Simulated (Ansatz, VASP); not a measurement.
## Te: VASP beside Ansatz

Contents of INCAR:

```
ALGO = Normal
EDIFF = 1E-6
ENCUT = 520
GGA = CA
ISIF = 2
ISMEAR = -1
LASPH = True
LCHARG = False
LREAL = False
LWAVE = False
NBANDS = 16
NELM = 60
PREC = Accurate
SIGMA = 0.05
```

Contents of KPOINTS:

```
k-points
0
Gamma
  8 8 8
```

Contents of POSCAR:

```
Te
1.0
    4.1768754176     -2.3391528283      0.0000000000
    4.1768754176      2.3391528283      0.0000000000
   -0.1286869460      0.0000000000      3.9038657409
Te
3
Direct
    0.6760000000      0.6760000000      0.6750000000
    0.3240000000      0.3240000000      0.3250000000
    0.0000000000      0.0000000000      0.0000000000
```

Input for Ansatz:

```yaml
crystal:
  lattice:
    - [4.1768754176, -2.3391528283, 0.0]
    - [4.1768754176, 2.3391528283, 0.0]
    - [-0.128686946, 0.0, 3.9038657409]
  atoms:
    - { symbol: Te, position: [0.676, 0.676, 0.675] }
    - { symbol: Te, position: [0.324, 0.324, 0.325] }
    - { symbol: Te, position: [0.0, 0.0, 0.0] }
kpoints:
  mp_grid: { grid: [8, 8, 8] }
  band_path:
    path:
      - [0.0, 0.0, 0.0]
      - [-0.3284920764, 0.3284920764, 0.0]
      - [-0.6715079236, -0.3284920764, 0.0]
      - [-0.5, -0.5, 0.0]
      - [0.0, 0.0, 0.0]
      - [-0.5, -0.5, 0.5]
      - [-0.6770386277, -0.3229613723, 0.5]
      - [-0.3229613723, 0.3229613723, 0.5]
      - [0.0, 0.0, 0.5]
    npoints: 5
scf:
  occupations: { method: fermi_dirac, width: 0.05 }
hamiltonian:
  xc: lda
  pseudopotentials: { kind: all_electron, lapw: { basis_error: 0.001 } }
output:
  forces: true
  stress: true
  eigenvalues: true
```

Change from the starting cell: volume scaled by 0.96.

Alike in both runs: task single point; functional LDA; k mesh 8 × 8 × 8; occupations fermi-dirac, width 0.05 eV; no spin polarisation.

```csv
,VASP,Ansatz
version,VASP 6.6.1,Ansatz 0.2.0
potentials or method,"VASP PAW LDA potentials, release 64 (Te), cutoff 520 eV","all-electron LAPW, scalar-relativistic"
```

Ansatz gave:

* pressure (GPa): 8.6
* traceless stress, the component that is largest in VASP (GPa): 1.03
* rms of the force components (eV/Å): 0.266

Q: Estimate VASP's values.

A: Pressure (GPa): 8.7; traceless stress, the component that is largest in VASP (GPa): 1.02; rms of the force components (eV/Å): 0.272.

LDA's correlation is that of Perdew and Zunger in VASP and of Perdew and Wang (1992) in Ansatz. Atom by atom the forces differ by 0.007 eV/Å (rms over components). Ansatz ran all-electron here, and VASP with PAW potentials.

Spin-orbit coupling is off throughout.
